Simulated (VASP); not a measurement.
# S (P6/mmm) in VASP: a series of runs

S is run at these levels: PBE; tasks: single point.

All numbers are computed with VASP 6.6.1; they aren't measurements. Logs are shortened: lines on timing, memory, paths and dates and some standing lists are left out, and cuts for length are marked.

## Step 1: The cell of the first run

The structure is hexagonal, space group P6/mmm (No. 191). The conventional cell has a = 3.411 Å, b = 3.411 Å, c = 2.152 Å, α = 90.00°, β = 90.00°, γ = 120.00°. Within 2.8 Å of S (site symmetry 6/mmm) lie 2 S at 2.15 Å.

This isn't the form of S at room conditions, which is orthorhombic, of S8 rings.

## Step 2: Single point, PBE (21.69 Å³/atom)

INCAR

```
SYSTEM = S
PREC = Accurate ; ENCUT = 520
EDIFF = 1E-6 ; ISMEAR = -1
SIGMA = 0.08 ; LREAL = .FALSE.
LASPH = .TRUE. ; NELM = 100
ALGO = Normal ; ISIF = 2
LWAVE = .FALSE. ; LCHARG = .TRUE.
GGA = PE ; LELF = .TRUE.
LVHAR = .TRUE. ; NBANDS = 9
```

KPOINTS

```
Automatic mesh
0
G
  16 16 14
  0 0 0
```

POSCAR

```
S
1.0
    3.4109761051      0.0000000000      0.0000000000
   -1.7054880526      2.9539919587      0.0000000000
    0.0000000000      0.0000000000      2.1522205766
S
1
Direct
    0.0000000000      0.0000000000      0.0000000000
```

Potentials or basis: VASP PAW PBE potentials, release 64 (S).

Run with:

```
cat potpaw_PBE.64/S/POTCAR > POTCAR
mpirun -np 1 vasp_std > vasp.out
```

OUTCAR:

```text
SYSTEM = S
   PREC = Accurate
   ENCUT = 520
   EDIFF = 1E-6
   ISMEAR = -1
   LREAL = .FALSE.
   LASPH = .TRUE.
   NELM = 100
   ISIF = 2
   GGA = PE

 ion  position               nearest neighbor table
   1  0.000  0.000  0.000-

  LATTYP: Found a hexagonal cell.
 ALAT       =     3.4109761051
 C/A-ratio  =     0.6309691157

  Lattice vectors:

 A1 = (   3.4109761051,   0.0000000000,   0.0000000000)
 A2 = (  -1.7054880526,   2.9539919587,   0.0000000000)
 A3 = (   0.0000000000,   0.0000000000,   2.1522205766)

Analysis of symmetry for initial positions (statically):
=====================================================================
 Subroutine PRICEL returns:
 Original cell was already a primitive cell.

 Routine SETGRP: Setting up the symmetry group for a
 hexagonal supercell.

 Subroutine GETGRP returns: Found 24 space group operations
 (whereof 24 operations were pure point group operations)
 out of a pool of 24 trial point group operations.

The static configuration has the point symmetry D_6h.

Analysis of symmetry for dynamics (positions and initial velocities):
=====================================================================
 Subroutine PRICEL returns:
 Original cell was already a primitive cell.

 Routine SETGRP: Setting up the symmetry group for a
 hexagonal supercell.

 Subroutine GETGRP returns: Found 24 space group operations
 (whereof 24 operations were pure point group operations)
 out of a pool of 24 trial point group operations.

The dynamic configuration has the point symmetry D_6h.

 Subroutine INISYM returns: Found 24 space group operations
 (whereof 24 operations are pure point group operations),
 and found     1 'primitive' translations

----------------------------------------------------------------------------------------

                                     Primitive cell

  volume of cell :      21.6858

  direct lattice vectors                    reciprocal lattice vectors
     3.410976105  0.000000000  0.000000000     0.293171212  0.169262478  0.000000000
    -1.705488053  2.953991959  0.000000000     0.000000000  0.338524957  0.000000000
     0.000000000  0.000000000  2.152220577     0.000000000  0.000000000  0.464636390

  length of vectors
     3.410976105  3.410976105  2.152220577     0.338524957  0.338524957  0.464636390

  position of ions in fractional coordinates (direct lattice)
     0.000000000  0.000000000  0.000000000

  ion indices of the primitive-cell ions
   primitive index   ion index
                 1           1

----------------------------------------------------------------------------------------

 KPOINTS: Automatic mesh

Automatic generation of k-mesh.
 Grid dimensions read from file:
 generate k-points for:   16   16   14

 Generating k-lattice:

  Cartesian coordinates                     Fractional coordinates (reciprocal lattice)
     0.018323201  0.010578905  0.000000000     0.062500000  0.000000000  0.000000000
     0.000000000  0.021157810  0.000000000     0.000000000  0.062500000  0.000000000
     0.000000000  0.000000000  0.033188314     0.000000000  0.000000000  0.071428571

  Length of vectors
     0.021157810  0.021157810  0.033188314

  Shift w.r.t. Gamma in fractional coordinates (k-lattice)
     0.000000000  0.000000000  0.000000000

 Subroutine IBZKPT returns following result:
 ===========================================

 Found    240 irreducible k-points:

 Following reciprocal coordinates:
            Coordinates               Weight
  0.000000  0.000000  0.000000      1.000000
  0.062500  0.000000  0.000000      6.000000
  0.125000  0.000000  0.000000      6.000000
  0.187500  0.000000  0.000000      6.000000
  0.250000  0.000000  0.000000      6.000000
  0.312500  0.000000  0.000000      6.000000
[... 16 lines left out ...]
  0.187500  0.187500  0.000000      6.000000
  0.250000  0.187500  0.000000     12.000000
 [... further k-points ...]
   k-points           NKPTS =    240   k-points in BZ     NKDIM =    240   number of bands    NBANDS=      9
   number of dos      NEDOS =    301   number of ions     NIONS =      1
   total plane-waves  NPLWV =  12544
   dimension x,y,z NGX =    28 NGY =   28 NGZ =   16
   dimension x,y,z NGXF=    56 NGYF=   56 NGZF=   32
   ions per type =               1
   NGX,Y,Z   is equivalent  to a cutoff of  13.65, 13.65, 12.36 a.u.
   NGXF,Y,Z  is equivalent  to a cutoff of  27.29, 27.29, 24.72 a.u.
 SYSTEM =  S
   PREC   = accura    normal or accurate (medium, high low for compatibility)
   ISTART =      0    job   : 0-new  1-cont  2-samecut
   ICHARG =      2    charge: 1-file 2-atom 10-const
   ISPIN  =      1    spin polarized calculation?
   LNONCOLLINEAR =      F non collinear calculations
   LSORBIT =      F    spin-orbit coupling
   LASPH  =      T    aspherical Exc in radial PAW
   ENCUT  =  520.0 eV  38.22 Ry    6.18 a.u.   6.34  6.34  4.00*2*pi/ulx,y,z
   NELM   =    100;   NELMIN=  2; NELMDL= -5     # of ELM steps
   EDIFF  = 0.1E-05   stopping-criterion for ELM
   LREAL  =      F    real-space projection
   EDIFFG = 0.1E-04   stopping-criterion for IOM
   NSW    =      0    number of steps for IOM
   IBRION =     -1    ionic relax: 0-MD 1-quasi-New 2-CG
   NFREE  =      0    steps in history (QN), initial steepest desc. (CG)
   ISIF   =      2    stress and relaxation
   ISYM   =      2    0-nonsym 1-usesym 2-fastsym
   POTIM  = 0.5000    time-step for ionic-motion
   TEBEG  =    0.0;   TEEND  =   0.0 temperature during run
   PSTRESS=    0.0 pullay stress
   NELECT =       6.0000    total number of electrons
   NUPDOWN=      -1.0000    fix difference up-down
   EMIN   =  10.00;   EMAX   =-10.00  energy-range for DOS
   EFERMI =   0.00;   METHOD = LEGACY
   ISMEAR =    -1;   SIGMA  =   0.08  broadening in eV -4-tet -1-fermi 0-gaus
   EFERMI_NEDOS =   21; number of points for ismear=-14 and -15
   IALGO  =     38    algorithm
   IMIX   =      4    mixing-type and parameters
     AMIX     =   0.40;   BMIX     =  1.00
     AMIX_MAG =   1.60;   BMIX_MAG =  1.00
  volume/ion in A,a.u.               =      21.69       146.34
  Fermi-wavevector in a.u.,A,eV,Ry     =   1.066761  2.015885 15.483135  1.137978
  Thomas-Fermi vector in A             =   2.202355
   LORBIT       =      0    0 simple, 1 ext, 2 COOP (PROOUT), +10 PAW based schemes
   GGA     = PE    functional components
   LHFCALC =     F    Hartree Fock is set to
   AEXX    =    0.0000 exact exchange contribution
   IVDW    =     0    specifies the selected vdW correction
   LEPSILON=     F    determine dielectric tensor
   LRPA    =     F    only Hartree local field effects (RPA)
 non-spin polarized calculation
  energy-cutoff  :      520.00
  volume of cell :       21.69
 maximum number of plane-waves:       609
 NGX is ok and might be reduce to    28
   NGX = 13   NGY = 13   NGZ =  9

 number of electron       5.9999998 magnetization

 Free energy of the ion-electron system (eV)
  ---------------------------------------------------
  ext. energy  EPLUGINS =         0.00000000
  ---------------------------------------------------
  free energy    TOTEN  =        -3.43158091 eV

  energy without entropy =       -3.41912183  energy(sigma->0) =       -3.42535137

 E-fermi :   3.3559     XC(G=0):  -9.3162

 val. band max:        3.3546380369   @ k =   0.3750   0.0625   0.5000
 cond. band min:       3.3570583996   @ k =   0.1875   0.0625   0.2857
 fundamental gap:      0.0024203627
 Fermi energy:         3.3559178799

 k-point     1 :       0.0000    0.0000    0.0000
  band No.  band energies     occupation
      1     -12.2477      2.00000
      2       1.8110      2.00000
      3       1.8110      2.00000
      4       8.2899      0.00000
      5      12.9402      0.00000
      6      12.9402      0.00000
      7      13.0606      0.00000
      8      18.3383      0.00000
      9      19.3690      0.00000

 k-point     2 :       0.0625    0.0000    0.0000
  band No.  band energies     occupation
      1     -12.2212      2.00000
      2       1.5988      2.00000
      3       1.7729      2.00000
      4       8.5349      0.00000
      5      12.7153      0.00000
      6      13.0707      0.00000
      7      13.0892      0.00000
      8      18.7845      0.00000
      9      19.3776      0.00000

 k-point     3 :       0.1250    0.0000    0.0000
  band No.  band energies     occupation
      1     -12.1440      2.00000
      2       1.0576      2.00000
      3       1.6674      2.00000
      4       9.1308      0.00000
      5      12.2715      0.00000
      6      13.0996      0.00000
      7      13.5256      0.00000
      8      19.3955      0.00000
      9      19.9363      0.00000

 k-point     4 :       0.1875    0.0000    0.0000
  band No.  band energies     occupation
      1     -12.0243      2.00000
      2       0.3624      2.00000
      3       1.5173      2.00000
      4       9.6872      0.00000
      5      12.0936      0.00000
      6      13.1433      0.00000
      7      14.2220      0.00000
      8      19.4096      0.00000
      9      21.5138      0.00000

 k-point     5 :       0.2500    0.0000    0.0000
  band No.  band energies     occupation
      1     -11.8757      2.00000
      2      -0.3512      2.00000
      3       1.3506      2.00000
      4       9.7392      0.00000
      5      12.6556      0.00000
      6      13.1957      0.00000
      7      15.1393      0.00000
      8      19.3846      0.00000
      9      23.3548      0.00000

 k-point     6 :       0.3125    0.0000    0.0000
  band No.  band energies     occupation
      1     -11.7181      2.00000
      2      -0.9939      2.00000
      3       1.1936      2.00000
      4       9.4648      0.00000
      5      13.2491      0.00000
      6      13.7512      0.00000
      7      16.2287      0.00000
      8      19.2668      0.00000
      9      25.3185      0.00000
[... 169 lines left out ...]
 k-point    21 :       0.3750    0.1250    0.0000
  band No.  band energies     occupation
      1     -11.4436      2.00000
      2      -1.7094      2.00000
      3       0.4975      2.00000
      4       9.8907      0.00000
      5      13.3371      0.00000
      6      15.2558      0.00000
      7      17.4721      0.00000
      8      20.3233      0.00000
      9      23.6803      0.00000

 k-point    22 :       0.4375    0.1250    0.0000
  band No.  band energies     occupation
      1     -11.4103      2.00000
      2      -1.8070      2.00000
      3       0.4554      2.00000
      4       9.8289      0.00000
      5      13.3473      0.00000
      6      16.2220      0.00000
      7      16.7772      0.00000
      8      20.8772      0.00000
      9      23.1270      0.00000

 k-point    23 :       0.1875    0.1875    0.0000
  band No.  band energies     occupation
      1     -11.6820      2.00000
      2      -0.8749      2.00000
      3       0.7033      2.00000
      4      11.3457      0.00000
      5      11.5897      0.00000
      6      13.2614      0.00000
      7      17.0166      0.00000
      8      19.4332      0.00000
      9      25.5876      0.00000

 k-point    24 :       0.2500    0.1875    0.0000
  band No.  band energies     occupation
      1     -11.5508      2.00000
      2      -1.2243      2.00000
      3       0.3724      2.00000
      4      11.1200      0.00000
      5      12.6254      0.00000
      6      13.3039      0.00000
      7      17.7037      0.00000
      8      19.7685      0.00000
      9      24.8428      0.00000

 [... further k-points ...]

------------------------ aborting loop because EDIFF is reached ----------------------------------------

  FORCE on cell =-STRESS in cart. coord.  units (eV):
  Direction    XX          YY          ZZ          XY          YZ          ZX
  --------------------------------------------------------------------------------------
  -------------------------------------------------------------------------------------
  Total        0.0391054      0.0391054      0.0335429     -0.0000000      0.0000000      0.0000000
  in kB        2.8891695      2.8891695      2.4782019     -0.0000000      0.0000000      0.0000000
  external PRESSURE =       2.7521803 kB  Pullay stress =       0.0000000 kB

 VOLUME and BASIS-vectors are now :
 -----------------------------------------------------------------------------
  energy-cutoff  :      520.00
  volume of cell :       21.69
      direct lattice vectors                 reciprocal lattice vectors
     3.410976105  0.000000000  0.000000000     0.293171212  0.169262478  0.000000000
    -1.705488053  2.953991959  0.000000000     0.000000000  0.338524957  0.000000000
     0.000000000  0.000000000  2.152220577     0.000000000  0.000000000  0.464636390

 POSITION                                       TOTAL-FORCE (eV/Angst)
 -----------------------------------------------------------------------------------
      0.00000      0.00000      0.00000         0.000000      0.000000      0.000000
 -----------------------------------------------------------------------------------
    total drift:                                0.000000      0.000000     -0.000000

  FREE ENERGIE OF THE ION-ELECTRON SYSTEM (eV)
  ---------------------------------------------------
  free  energy   TOTEN  =        -3.4315809147 eV

  energy  without entropy=       -3.4191218331  energy(sigma->0) =       -3.42535137
```

It took 23 s on 1 thread of Intel Xeon Platinum 8375C at 2.90GHz (Ice Lake), shared host; peak memory 0.15 GiB.

What came out:

```
Free energy            : -3.4316 eV
Pressure               : 0.3 GPa
Band gap on the k mesh : zero (bands 3 and 4 overlap by 3.52 eV)
```

Levels at points of the mesh, in eV from the Fermi level:
| k point | band 1 | band 2 | band 3 | band 4 | band 5 | band 6 | band 7 | band 8 |
| --- | --- | --- | --- | --- | --- | --- | --- | --- |
| (0.00, 0.00, 0.00) | -15.60 | -1.54 | -1.54 | 4.93 | 9.58 | 9.58 | 9.70 | 14.98 |
| (0.50, 0.00, 0.00) | -14.80 | -5.30 | -2.40 | 5.56 | 9.98 | 13.72 | 14.53 | 15.70 |
| (0.00, 0.00, 0.50) | -9.00 | -7.54 | 2.62 | 2.62 | 10.20 | 10.20 | 12.67 | 13.96 |
| (0.50, 0.00, 0.50) | -8.11 | -7.01 | -0.25 | 1.97 | 5.54 | 9.15 | 12.14 | 15.19 |

## Step 3: Single point, PBE (28.06 Å³/atom)

This run uses another cell than the first one, of 28.06 Å³/atom.

INCAR

```
ALGO     = Normal         # electronic algorithm
EDIFF    = 1E-6           # SCF threshold, eV
ENCUT    = 520            # plane-wave cutoff, eV
GGA      = PE             # functional
ISIF     = 2              # what is computed and relaxed
ISMEAR   = -1             # smearing method
LASPH    = T              # aspherical terms in the spheres
LCHARG   = T              # write CHGCAR
LELF     = T              # ELF
LREAL    = F              # projectors in reciprocal space
LVHAR    = T            
LWAVE    = F              # write WAVECAR
NBANDS   = 9              # bands
NELM     = 100            # most SCF steps
PREC     = Accurate       # precision mode
SIGMA    = 0.08           # smearing width, eV
```

KPOINTS

```
k-points
0
Gamma
  16 16 14
```

POSCAR

```
S
1.0
    3.9049419551      0.0000000000      0.0000000000
   -1.9524709776      3.3817789335      0.0000000000
    0.0000000000      0.0000000000      2.1251457818
S
1
Direct
    0.0000000000      0.0000000000      0.0000000000
```

Potentials or basis: VASP PAW PBE potentials, release 64 (S).

Run with:

```
cat potpaw_PBE.64/S/POTCAR > POTCAR
mpirun -np 1 vasp_std > vasp.out
```

OUTCAR:

```text
EDIFF = 1E-6
   ENCUT = 520
   GGA = PE
   ISIF = 2
   ISMEAR = -1
   LASPH = T
   LREAL = F
   NELM = 100
   PREC = Accurate

 ion  position               nearest neighbor table
   1  0.000  0.000  0.000-

  LATTYP: Found a hexagonal cell.
 ALAT       =     3.9049419551
 C/A-ratio  =     0.5442195572

  Lattice vectors:

 A1 = (   3.9049419551,   0.0000000000,   0.0000000000)
 A2 = (  -1.9524709776,   3.3817789335,   0.0000000000)
 A3 = (   0.0000000000,   0.0000000000,   2.1251457818)

Analysis of symmetry for initial positions (statically):
=====================================================================
 Subroutine PRICEL returns:
 Original cell was already a primitive cell.

 Routine SETGRP: Setting up the symmetry group for a
 hexagonal supercell.

 Subroutine GETGRP returns: Found 24 space group operations
 (whereof 24 operations were pure point group operations)
 out of a pool of 24 trial point group operations.

The static configuration has the point symmetry D_6h.

Analysis of symmetry for dynamics (positions and initial velocities):
[... 163 lines left out ...]

 k-point     1 :       0.0000    0.0000    0.0000
  band No.  band energies     occupation
      1     -14.0502      2.00000
      2      -1.3678      2.00000
      3      -1.3678      2.00000
      4       5.3185      0.00000
      5       9.9117      0.00000
      6       9.9117      0.00000
      7      11.7271      0.00000
      8      14.4967      0.00000
      9      16.9192      0.00000
[... 265 lines left out ...]
 k-point    24 :       0.2500    0.1875    0.0000
  band No.  band energies     occupation
      1     -13.8197      2.00000
      2      -2.8328      2.00000
      3      -2.0043      2.00000
      4       8.0663      0.00000
      5       8.9057      0.00000
      6      11.7903      0.00000
      7      13.5949      0.00000
      8      14.8003      0.00000
      9      19.3581      0.00000

 [... further k-points ...]

------------------------ aborting loop because EDIFF is reached ----------------------------------------

  FORCE on cell =-STRESS in cart. coord.  units (eV):
  Direction    XX          YY          ZZ          XY          YZ          ZX
  --------------------------------------------------------------------------------------
  -------------------------------------------------------------------------------------
  Total        0.0670071      0.0670071      0.0141800     -0.0000000     -0.0000000     -0.0000000
  in kB        3.8254517      3.8254517      0.8095395     -0.0000000     -0.0000000     -0.0000000
  external PRESSURE =       2.8201476 kB  Pullay stress =       0.0000000 kB

 VOLUME and BASIS-vectors are now :
 -----------------------------------------------------------------------------
  energy-cutoff  :      520.00
  volume of cell :       28.06
      direct lattice vectors                 reciprocal lattice vectors
     3.904941955  0.000000000  0.000000000     0.256085753  0.147851178  0.000000000
    -1.952470978  3.381778934  0.000000000     0.000000000  0.295702357  0.000000000
     0.000000000  0.000000000  2.125145782     0.000000000  0.000000000  0.470555954

 POSITION                                       TOTAL-FORCE (eV/Angst)
 -----------------------------------------------------------------------------------
      0.00000      0.00000      0.00000         0.000000      0.000000      0.000000
 -----------------------------------------------------------------------------------
    total drift:                               -0.000000      0.000000     -0.000000

  FREE ENERGIE OF THE ION-ELECTRON SYSTEM (eV)
  ---------------------------------------------------
  free  energy   TOTEN  =        -3.4493972738 eV

  energy  without entropy=       -3.4342574054  energy(sigma->0) =       -3.44182734
```

Run time: 29 s. Hardware: 1 thread of Intel Xeon Platinum 8375C at 2.90GHz (Ice Lake), shared host; peak memory 0.17 GiB.

What came out:

```
Free energy            : -3.4494 eV
Pressure               : 0.3 GPa
Band gap on the k mesh : zero (bands 3 and 4 overlap by 2.50 eV)
```
